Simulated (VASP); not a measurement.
VH, 2 atoms in the cell. It takes space group F-43m (No. 216, cubic). The conventional cell has a = 4.046 Å, b = 4.046 Å, c = 4.046 Å, α = 90.00°, β = 90.00°, γ = 90.00°. Within 2.3 Å of V (site symmetry -43m) lie 4 H at 1.75 Å. Within 2.3 Å of H (site symmetry -43m) lie 4 V at 1.75 Å.  This cell differs from its parent crystal: atoms taken out, then relaxed in part.

- Program: VASP 6.6.1
- Task: single point
- Functional: r2SCAN
- Potentials or basis: VASP PAW PBE potentials, release 64 (V_sv, H)
- Cutoff: 520 eV
- k mesh: 8 × 8 × 8
- Occupations: gaussian, width 0.1 eV
- Spin: collinear spin, ferromagnetic start
- Starting moments: [0.48, 0.0] μB
- Dipole correction: no
- Further INCAR settings: ALGO = Normal; EDIFF = 1e-07; NBANDS = 18

Potentials or basis: VASP PAW PBE potentials, release 64 (V_sv, H).

Run with:

```bash
$ cat potpaw_PBE.64/V_sv/POTCAR potpaw_PBE.64/H/POTCAR > POTCAR
$ cp INCAR.step1 INCAR
$ mpirun -np 1 vasp_std > vasp.out
$ cp INCAR.step2 INCAR
$ mpirun -np 1 vasp_std > vasp.out
```

Hardware: 1 thread of AMD EPYC 9R45 96-Core Processor (Zen 5), with other jobs on the host.

**Question.** Estimate the wall time of this run.

**Answer.** It took 61 s on 1 thread of AMD EPYC 9R45 96-Core Processor (Zen 5) (shared host), peak memory 0.13 GiB. Counts: k points 29.
